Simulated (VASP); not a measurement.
Input of a VASP 6.6.1 run:

The input INCAR:

```
PREC = Accurate ; ENCUT = 520
EDIFF = 1E-6 ; ISMEAR = 0
SIGMA = 0.15 ; LREAL = F
LASPH = T ; NELM = 80
ALGO = Normal ; ISIF = 2
LWAVE = F ; LCHARG = T
GGA = PE ; IVDW = 12
LELF = T ; LVHAR = T
NBANDS = 11
```

The input KPOINTS:

```
regular mesh
0
Gamma
  30 30 8
```

POSCAR

```
C
1.0
    2.4561701622      0.0000000000      0.0000000000
   -1.2280850811      2.1271057565      0.0000000000
    0.0000000000      0.0000000000      8.5238033600
C
2
Direct
    0.1406736031      0.5256299556      0.0000000000
    0.6666666667      0.3333333333      0.0000000000
```

Potentials or basis: VASP PAW PBE potentials, release 64 (C).

The run is started by

```console
$ cat potpaw_PBE.64/C/POTCAR > POTCAR
$ mpirun -np 1 vasp_std > vasp.out
```

(1) Estimate the dispersion energy per atom.

(2) Predict the largest force.

Answers

(1) -0.093 eV.

(2) 46.461 eV/Å.

Caveat: the cell differs from its parent crystal (atom 1 (C) moved by (-0.300, -0.300) A along x and y).
